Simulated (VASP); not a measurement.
# Cd3O2 (P-3m1) in VASP: notebook

Runs on Cd3O2. Level: PBE. Tasks: single point.

Program: VASP 6.6.1. These are calculated values, not measurements. Logs are shortened: lines on timing, memory, paths and dates and some standing lists are left out, and cuts for length are marked.

**1. The cell of the first run**

The structure is trigonal, space group P-3m1 (No. 164). The conventional cell has a = 3.377 Å, b = 3.377 Å, c = 7.957 Å, α = 90.00°, β = 90.00°, γ = 120.00°. Within 3.2 Å of Cd (site symmetry -3m) lie 6 O at 2.39 Å. Within 3.2 Å of Cd (site symmetry 3m) lie 3 O at 2.40 Å and 3 Cd at 3.08 Å. Within 3.2 Å of O (site symmetry 3m) lie 6 Cd at 2.39 to 2.40 Å.

**2. Single point, PBE**

File INCAR:

```
SYSTEM = Cd3O2
  PREC = Accurate
  ENCUT = 600
  EDIFF = 1E-6
  ISMEAR = 0
  SIGMA = 0.2
  LREAL = .FALSE.
  LASPH = .TRUE.
  NELM = 120
  ALGO = Normal
  ISIF = 2
  LWAVE = .FALSE.
  LCHARG = .TRUE.
  GGA = PE
  LELF = .TRUE.
  LVHAR = .TRUE.
  NBANDS = 32
  GGA_COMPAT = .FALSE.
```

File KPOINTS:

```
Automatic mesh
0
G
  5 5 2
  0 0 0
```

File POSCAR:

```
Cd3O2
1.0
    3.3773682620      0.0000000000      0.0000000000
   -1.6886841310      2.9248867128      0.0000000000
    0.0000000000      0.0000000000      7.9568891381
Cd O
3 2
Direct
    0.0000000000      0.0000000000      0.0000000000
    0.6666666667      0.3333333333      0.3502680713
    0.3333333333      0.6666666667      0.6497319287
    0.6666666667      0.3333333333      0.8259609529
    0.3333333333      0.6666666667      0.1740390471
```

Potentials or basis: VASP PAW PBE potentials, release 64 (Cd, O).

Command:

```console
$ cat potpaw_PBE.64/Cd/POTCAR potpaw_PBE.64/O/POTCAR > POTCAR
$ mpirun -np 1 vasp_std > vasp.out
```

OUTCAR:

```text
SYSTEM = Cd3O2
   PREC = Accurate
   ENCUT = 600
   EDIFF = 1E-6
   ISMEAR = 0
   LREAL = .FALSE.
   LASPH = .TRUE.
   NELM = 120
   ISIF = 2
   GGA = PE

 ion  position               nearest neighbor table
   1  0.000  0.000  0.000-   4 2.39   5 2.39   5 2.39   4 2.39   4 2.39   5 2.39   2 3.40   3 3.40
                             3 3.40   2 3.40   3 3.40   2 3.40
   2  0.667  0.333  0.350-   5 2.40   5 2.40   5 2.40   3 3.08   3 3.08   3 3.08   1 3.40   1 3.40
                             1 3.40
   3  0.333  0.667  0.650-   4 2.40   4 2.40   4 2.40   2 3.08   2 3.08   2 3.08   1 3.40   1 3.40
                             1 3.40
   4  0.667  0.333  0.826-   1 2.39   1 2.39   1 2.39   3 2.40   3 2.40   3 2.40
   5  0.333  0.667  0.174-   1 2.39   1 2.39   1 2.39   2 2.40   2 2.40   2 2.40

  LATTYP: Found a hexagonal cell.
 ALAT       =     3.3773682620
 C/A-ratio  =     2.3559435989

  Lattice vectors:

 A1 = (   3.3773682620,   0.0000000000,   0.0000000000)
 A2 = (  -1.6886841310,   2.9248867128,   0.0000000000)
 A3 = (   0.0000000000,   0.0000000000,   7.9568891381)

Analysis of symmetry for initial positions (statically):
=====================================================================
 Subroutine PRICEL returns:
 Original cell was already a primitive cell.

 Routine SETGRP: Setting up the symmetry group for a
 hexagonal supercell.

 Subroutine GETGRP returns: Found 12 space group operations
 (whereof 12 operations were pure point group operations)
 out of a pool of 24 trial point group operations.

The static configuration has the point symmetry D_3d.

Analysis of symmetry for dynamics (positions and initial velocities):
=====================================================================
 Subroutine PRICEL returns:
 Original cell was already a primitive cell.

 Routine SETGRP: Setting up the symmetry group for a
 hexagonal supercell.

 Subroutine GETGRP returns: Found 12 space group operations
 (whereof 12 operations were pure point group operations)
 out of a pool of 24 trial point group operations.

The dynamic configuration has the point symmetry D_3d.

 Subroutine INISYM returns: Found 12 space group operations
 (whereof 12 operations are pure point group operations),
 and found     1 'primitive' translations

----------------------------------------------------------------------------------------

                                     Primitive cell

  volume of cell :      78.6015

  direct lattice vectors                    reciprocal lattice vectors
     3.377368262  0.000000000  0.000000000     0.296088529  0.170946792  0.000000000
    -1.688684131  2.924886713  0.000000000     0.000000000  0.341893584  0.000000000
     0.000000000  0.000000000  7.956889138     0.000000000  0.000000000  0.125677257

  length of vectors
     3.377368262  3.377368262  7.956889138     0.341893584  0.341893584  0.125677257

  position of ions in fractional coordinates (direct lattice)
     0.000000000  0.000000000  0.000000000
     0.666666667  0.333333333  0.350268071
     0.333333333  0.666666667  0.649731929
     0.666666667  0.333333333  0.825960953
     0.333333333  0.666666667  0.174039047

  ion indices of the primitive-cell ions
   primitive index   ion index
                 1           1
                 2           2
                 3           3
                 4           4
                 5           5

----------------------------------------------------------------------------------------

 KPOINTS: Automatic mesh

Automatic generation of k-mesh.
 Grid dimensions read from file:
 generate k-points for:    5    5    2

 Generating k-lattice:

  Cartesian coordinates                     Fractional coordinates (reciprocal lattice)
     0.059217706  0.034189358  0.000000000     0.200000000  0.000000000  0.000000000
     0.000000000  0.068378717  0.000000000     0.000000000  0.200000000  0.000000000
     0.000000000  0.000000000  0.062838628     0.000000000  0.000000000  0.500000000

  Length of vectors
     0.068378717  0.068378717  0.062838628

  Shift w.r.t. Gamma in fractional coordinates (k-lattice)
     0.000000000  0.000000000  0.000000000

 Subroutine IBZKPT returns following result:
 ===========================================

 Found     10 irreducible k-points:

 Following reciprocal coordinates:
            Coordinates               Weight
  0.000000  0.000000  0.000000      1.000000
  0.200000  0.000000  0.000000      6.000000
  0.400000  0.000000  0.000000      6.000000
  0.200000  0.200000  0.000000      6.000000
  0.400000  0.200000  0.000000      6.000000
  0.000000  0.000000  0.500000      1.000000
  0.200000  0.000000  0.500000      6.000000
  0.400000  0.000000  0.500000      6.000000
  0.200000  0.200000  0.500000      6.000000
  0.400000  0.200000  0.500000      6.000000
   k-points           NKPTS =     10   k-points in BZ     NKDIM =     10   number of bands    NBANDS=     32
   number of dos      NEDOS =    301   number of ions     NIONS =      5
   total plane-waves  NPLWV =  50176
   dimension x,y,z NGX =    28 NGY =   28 NGZ =   64
   dimension x,y,z NGXF=    56 NGYF=   56 NGZF=  128
   ions per type =               3   2
   NGX,Y,Z   is equivalent  to a cutoff of  13.78, 13.78, 13.37 a.u.
   NGXF,Y,Z  is equivalent  to a cutoff of  27.57, 27.57, 26.74 a.u.
 SYSTEM =  Cd3O2
   PREC   = accura    normal or accurate (medium, high low for compatibility)
   ISTART =      0    job   : 0-new  1-cont  2-samecut
   ICHARG =      2    charge: 1-file 2-atom 10-const
   ISPIN  =      1    spin polarized calculation?
   LNONCOLLINEAR =      F non collinear calculations
   LSORBIT =      F    spin-orbit coupling
   LASPH  =      T    aspherical Exc in radial PAW
   ENCUT  =  600.0 eV  44.10 Ry    6.64 a.u.   6.75  6.75 15.89*2*pi/ulx,y,z
   NELM   =    120;   NELMIN=  2; NELMDL= -5     # of ELM steps
   EDIFF  = 0.1E-05   stopping-criterion for ELM
   LREAL  =      F    real-space projection
   EDIFFG = 0.1E-04   stopping-criterion for IOM
   NSW    =      0    number of steps for IOM
   IBRION =     -1    ionic relax: 0-MD 1-quasi-New 2-CG
   NFREE  =      0    steps in history (QN), initial steepest desc. (CG)
   ISIF   =      2    stress and relaxation
   ISYM   =      2    0-nonsym 1-usesym 2-fastsym
   POTIM  = 0.5000    time-step for ionic-motion
   TEBEG  =    0.0;   TEEND  =   0.0 temperature during run
   PSTRESS=    0.0 pullay stress
   NELECT =      48.0000    total number of electrons
   NUPDOWN=      -1.0000    fix difference up-down
   EMIN   =  10.00;   EMAX   =-10.00  energy-range for DOS
   EFERMI =   0.00;   METHOD = LEGACY
   ISMEAR =     0;   SIGMA  =   0.20  broadening in eV -4-tet -1-fermi 0-gaus
   EFERMI_NEDOS =   21; number of points for ismear=-14 and -15
   IALGO  =     38    algorithm
   IMIX   =      4    mixing-type and parameters
     AMIX     =   0.40;   BMIX     =  1.00
     AMIX_MAG =   1.60;   BMIX_MAG =  1.00
  volume/ion in A,a.u.               =      15.72       106.09
  Fermi-wavevector in a.u.,A,eV,Ry     =   1.388923  2.624685 26.247114  1.929108
  Thomas-Fermi vector in A             =   2.513003
   LORBIT       =      0    0 simple, 1 ext, 2 COOP (PROOUT), +10 PAW based schemes
   GGA     = PE    functional components
   LHFCALC =     F    Hartree Fock is set to
   AEXX    =    0.0000 exact exchange contribution
   IVDW    =     0    specifies the selected vdW correction
   LEPSILON=     F    determine dielectric tensor
   LRPA    =     F    only Hartree local field effects (RPA)
 non-spin polarized calculation
 Gauss-broadening in eV      SIGMA  =   0.20
  energy-cutoff  :      600.00
  volume of cell :       78.60
 maximum number of plane-waves:      2672
 NGX is ok and might be reduce to    28
   NGX = 13   NGY = 13   NGZ = 31

 number of electron      48.0000009 magnetization

 Free energy of the ion-electron system (eV)
  ---------------------------------------------------
  ext. energy  EPLUGINS =         0.00000000
  ---------------------------------------------------
  free energy    TOTEN  =       -15.82125235 eV

  energy without entropy =      -15.79125970  energy(sigma->0) =      -15.80625603

 E-fermi :   3.0329     XC(G=0): -11.1313

 val. band max:        3.0319655354   @ k =   0.4000   0.2000   0.0000
 cond. band min:       3.0966351470   @ k =   0.2000   0.0000   0.5000
 fundamental gap:      0.0646696116
 Fermi energy:         3.0328632240

 k-point     1 :       0.0000    0.0000    0.0000
  band No.  band energies     occupation
      1     -15.4998      2.00000
      2     -15.1467      2.00000
      3      -6.1197      2.00000
      4      -5.9699      2.00000
      5      -5.9064      2.00000
      6      -5.9064      2.00000
[... 24 lines left out ...]
     31      13.7936      0.00000
     32      13.7936      0.00000

 k-point     2 :       0.2000    0.0000    0.0000
  band No.  band energies     occupation
      1     -15.3431      2.00000
      2     -15.0985      2.00000
      3      -6.1085      2.00000
      4      -5.9629      2.00000
      5      -5.8610      2.00000
      6      -5.8096      2.00000
[... 24 lines left out ...]
     31      11.8958      0.00000
     32      12.5439      0.00000

 k-point     3 :       0.4000    0.0000    0.0000
  band No.  band energies     occupation
      1     -15.0859      2.00000
      2     -15.0126      2.00000
      3      -6.2363      2.00000
      4      -6.0701      2.00000
      5      -6.0293      2.00000
      6      -5.8827      2.00000
[... 24 lines left out ...]
     31      10.9791      0.00000
     32      12.0082      0.00000

 k-point     4 :       0.2000    0.2000    0.0000
  band No.  band energies     occupation
      1     -15.1315      2.00000
      2     -15.0348      2.00000
      3      -6.0784      2.00000
      4      -6.0564      2.00000
      5      -5.9795      2.00000
      6      -5.8830      2.00000
[... 164 lines left out ...]
     31      10.4486      0.00000
     32      11.7193      0.00000

 k-point     9 :       0.2000    0.2000    0.5000
  band No.  band energies     occupation
      1     -15.1287      2.00000
      2     -15.0375      2.00000
      3      -6.1226      2.00000
      4      -6.0876      2.00000
      5      -5.9214      2.00000
      6      -5.8218      2.00000
[... 24 lines left out ...]
     31      11.0243      0.00000
     32      11.9053      0.00000

 k-point    10 :       0.4000    0.2000    0.5000
  band No.  band energies     occupation
      1     -15.0100      2.00000
      2     -14.9822      2.00000
      3      -6.1768      2.00000
      4      -6.0935      2.00000
      5      -6.0555      2.00000
      6      -5.7686      2.00000
[... 24 lines left out ...]
     31      10.0373      0.00000
     32      11.2851      0.00000

------------------------ aborting loop because EDIFF is reached ----------------------------------------

  FORCE on cell =-STRESS in cart. coord.  units (eV):
  Direction    XX          YY          ZZ          XY          YZ          ZX
  --------------------------------------------------------------------------------------
  -------------------------------------------------------------------------------------
  Total        0.2180866      0.2180866      0.3826901      0.0000000     -0.0000000      0.0000000
  in kB        4.4453791      4.4453791      7.8005826      0.0000000     -0.0000000      0.0000000
  external PRESSURE =       5.5637802 kB  Pullay stress =       0.0000000 kB

 VOLUME and BASIS-vectors are now :
 -----------------------------------------------------------------------------
  energy-cutoff  :      600.00
  volume of cell :       78.60
      direct lattice vectors                 reciprocal lattice vectors
     3.377368262  0.000000000  0.000000000     0.296088529  0.170946792  0.000000000
    -1.688684131  2.924886713  0.000000000     0.000000000  0.341893584  0.000000000
     0.000000000  0.000000000  7.956889138     0.000000000  0.000000000  0.125677257

 POSITION                                       TOTAL-FORCE (eV/Angst)
 -----------------------------------------------------------------------------------
      0.00000      0.00000      0.00000         0.000000      0.000000      0.000000
      1.68868      0.97496      2.78704        -0.000000     -0.000000      0.052651
     -0.00000      1.94992      5.16984         0.000000      0.000000     -0.052651
      1.68868      0.97496      6.57208        -0.000000     -0.000000      0.016323
     -0.00000      1.94992      1.38481         0.000000      0.000000     -0.016323
 -----------------------------------------------------------------------------------
    total drift:                                0.000000      0.000000      0.000000

  FREE ENERGIE OF THE ION-ELECTRON SYSTEM (eV)
  ---------------------------------------------------
  free  energy   TOTEN  =       -15.8212523539 eV

  energy  without entropy=      -15.7912596988  energy(sigma->0) =      -15.80625603
```

Wall time 16 s (1 thread of Intel Xeon 6975P-C (Granite Rapids), shared host); peak memory 0.22 GiB.

Results:

| Item | Value |
| --- | --- |
| Free energy | -15.8213 eV |
| Pressure | 0.6 GPa |
| Largest force | 0.053 eV/Å |
| Band gap on the k mesh | zero (band 24 reaches 3.03 eV, above the bottom of band 25 at 1.05 eV) |

Forces on the atoms (eV/Å):
```
Cd   0.000  0.000  0.000
Cd   0.000  0.000  0.053
Cd   0.000  0.000 -0.053
O    0.000  0.000  0.016
O    0.000  0.000 -0.016
```

Levels at points of the mesh, in eV from the Fermi level:
```
           k point  band 20  band 21  band 22  band 23  band 24  band 25  band 26  band 27  band 28  band 29
(0.00, 0.00, 0.00)    -4.21    -2.57    -2.57    -2.00    -2.00     0.22     0.37     5.86     6.85    10.53
(0.00, 0.00, 0.50)    -2.57    -2.57    -2.41    -2.00    -2.00    -1.99     2.21     3.83     9.92     9.92
```

Caveat: the k points lie up to 0.43 Å⁻¹ apart.

**3. Single point, PBE**

This run uses another cell than the first one, of 16.48 Å³/atom, 1.049 times its volume.

File INCAR:

```
PREC = Accurate
ENCUT = 600
EDIFF = 1E-6
ISMEAR = 0
SIGMA = 0.2
LREAL = False
LASPH = True
NELM = 120
ALGO = Normal
ISIF = 2
LWAVE = False
LCHARG = True
GGA = PE
LELF = True
LVHAR = True
NBANDS = 32
GGA_COMPAT = False
```

File KPOINTS:

```
Automatic mesh
0
Gamma
  5 5 2
```

File POSCAR:

```
Cd3O2
1.0
    3.3424647150     -0.0000000026      0.0000000000
   -1.6712323552      2.8946593557      0.0000000000
    0.0000000000      0.0000000000      8.5189497222
Cd O
3 2
Direct
    0.0000000000      0.0000000000      0.3416594819
    0.0000000000      0.0000000000      0.6583405181
    0.0000000000      0.0000000000      0.0000000000
    0.3333333333      0.6666666667      0.8311462158
    0.6666666667      0.3333333333      0.1688537842
```

Potentials or basis: VASP PAW PBE potentials, release 64 (Cd, O).

Command:

```console
$ cat potpaw_PBE.64/Cd/POTCAR potpaw_PBE.64/O/POTCAR > POTCAR
$ mpirun -np 1 vasp_std > vasp.out
```

Run time: 20 s. Hardware: 1 thread of Intel Xeon 6975P-C (Granite Rapids), shared host; peak memory 0.22 GiB.

It converged, with:

```
Free energy            : -15.5667 eV
Pressure               : 0.3 GPa
Largest force          : 0.070 eV/Å
Band gap on the k mesh : zero (band 24 reaches 2.01 eV, above the bottom of band 25 at 0.65 eV)
```

Forces on the atoms (eV/Å):
```
Cd   0.000  0.000  0.070
Cd   0.000  0.000 -0.070
Cd   0.000  0.000  0.000
O    0.000  0.000  0.000
O    0.000  0.000  0.000
```

Stress tensor (GPa, compression positive):
```
0.17 0.00 0.00
0.00 0.17 0.00
0.00 0.00 0.65
```

Levels at points of the mesh, in eV from the Fermi level:
```
           k point  band 21  band 22  band 23  band 24  band 25  band 26  band 27  band 28
(0.00, 0.00, 0.00)    -2.01    -2.01    -1.50    -1.50     0.26     0.59     5.58     6.74
(0.00, 0.00, 0.50)    -1.99    -1.99    -1.87    -1.51    -1.51     2.57     3.50     9.69
```

Caveat: the k points lie up to 0.43 Å⁻¹ apart.
